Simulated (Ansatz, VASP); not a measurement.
# One calculation of PbO, two programs

```
Pb O
1.0
     3.98040    0.00000    0.00000
     0.00000    3.98040    0.00000
     0.00000    0.00000    5.00091
Pb O
2 2
Direct
  0.00000 0.50000 0.23663
  0.50000 0.00000 0.76337
  0.00000 0.00000 0.00000
  0.50000 0.50000 0.00000
```

Alike in both runs: task single point; functional r2SCAN; k mesh 6 × 6 × 6; no spin polarisation.

|  | VASP | Ansatz |
| --- | --- | --- |
| version | VASP 6.6.1 | Ansatz 0.2.0 |
| potentials or method | VASP PAW PBE potentials, release 64 (Pb_d, O) | plane waves, PAW |
| plane-wave cutoff (eV) | 520 | 500 |
| occupations | gaussian, width 0.01 eV | fixed |
| valence electrons in the cell | 40 | 40 |

Ansatz gave:

```
gap on the k mesh at the Fermi level (eV)                     : 1.53
pressure (GPa)                                                : 1.2
traceless stress, the component that is largest in VASP (GPa) : 0.02
rms of the force components (eV/Å)                            : 0.006
```

Question: Which values does VASP return?

Answer: gap on the k mesh at the Fermi level (eV): 1.54; pressure (GPa): 1.7; traceless stress, the component that is largest in VASP (GPa): -0.09; rms of the force components (eV/Å): 0.039.

VASP's potentials were made for PBE, not for r2SCAN. Atom by atom the forces differ by 0.045 eV/Å (rms over components).

Spin-orbit coupling is off throughout.
